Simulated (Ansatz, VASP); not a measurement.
**Ag: VASP beside Ansatz**

```xyz
1
Lattice="-1.6334 1.6334 1.6334 1.6334 -1.6334 1.6334 1.6334 1.6334 -1.6334" Properties=species:S:1:pos:R:3 pbc="T T T"
Ag    0.0000    0.0000    0.0000
```

Alike in both runs: task relaxation of cell and atoms; functional r2SCAN; k mesh 18 × 18 × 18; occupations gaussian, width 0.1 eV; no spin polarisation.

```csv
,VASP,Ansatz
version,VASP 6.6.1,Ansatz 0.2.0
potentials or method,"VASP PAW PBE potentials, release 64 (Ag), cutoff 600 eV","scalar-relativistic, plane waves, PAW"
valence electrons in the cell,11,19
```

Ansatz gave:

* gap on the k mesh at the Fermi level, each at its own relaxed structure (eV): none
* relaxed volume (Å³/atom): 17.46
* relaxed cell length with the largest relative difference (Å): 2.830

**Question.** What did VASP give for the same quantities?

**Answer.** gap on the k mesh at the Fermi level, each at its own relaxed structure (eV): none; relaxed volume (Å³/atom): 17.48; relaxed cell length with the largest relative difference (Å): 2.832.

VASP's potentials were made for PBE, not for r2SCAN. A gap of «none» marks a metal or a gap that the smearing closes. VASP's potentials hold 11 valence electrons a cell and Ansatz's 19, so a difference there can come from the potentials and not from the codes.
